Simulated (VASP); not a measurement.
Crystal: Ba4N.

```xyz
5
Lattice="6.6433 0.0000 0.0000 0.0000 6.6433 0.0000 0.0000 0.0000 6.6433" Properties=species:S:1:pos:R:3 pbc="T T T"
Ba    1.4328    1.4328    1.4328
Ba    5.2105    5.2105    1.4328
Ba    5.2105    1.4328    5.2105
Ba    1.4328    5.2105    5.2105
N     0.0000    0.0000    0.0000
```

This cell differs from its parent crystal: atoms taken out.

```yaml
Program: VASP 6.6.1
Task: relaxation of cell and atoms
Functional: PBE
Potentials_or_basis: VASP PAW PBE potentials, release 64 (Ba_sv, N)
Cutoff: 600 eV
k_mesh: 6 × 6 × 6
Occupations: gaussian, width 0.1 eV
Spin: no spin polarisation
```

At the start: pressure 0.6 GPa; volume 58.64 Å³/atom.

Q: How do energy, volume and symmetry change on relaxing?

A: Over 6 steps the energy falls by 4.7 meV/atom and the volume is 60.10 Å³/atom (+2.5 %); space group P-43m (No. 215, to 0.1 Å) before and after.

The path:
| step | energy change (eV) | largest force (eV/Å) | pressure (GPa) | volume (Å³) |
| --- | --- | --- | --- | --- |
| 1 | 0.0000 | 0.3129 | 0.64 | 293.20 |
| 2 | -0.0222 | 0.0444 | -0.16 | 303.26 |
| 3 | -0.0234 | 0.0183 | -0.02 | 301.35 |
| 4 | -0.0234 | 0.0130 | -0.03 | 301.51 |
| 5 | -0.0234 | 0.0111 | -0.03 | 301.27 |
| 6 | -0.0236 | 0.0062 | -0.02 | 300.52 |

Final structure:
```
CELL_PARAMETERS angstrom
6.69822 0.00000 0.00000
0.00000 6.69822 0.00000
0.00000 0.00000 6.69822
ATOMIC_POSITIONS crystal
Ba 0.21706 0.21706 0.21706
Ba 0.78294 0.78294 0.21706
Ba 0.78294 0.21706 0.78294
Ba 0.21706 0.78294 0.78294
N 0.00000 0.00000 0.00000
```

Caveat: the cell differs from its parent crystal (atoms taken out).
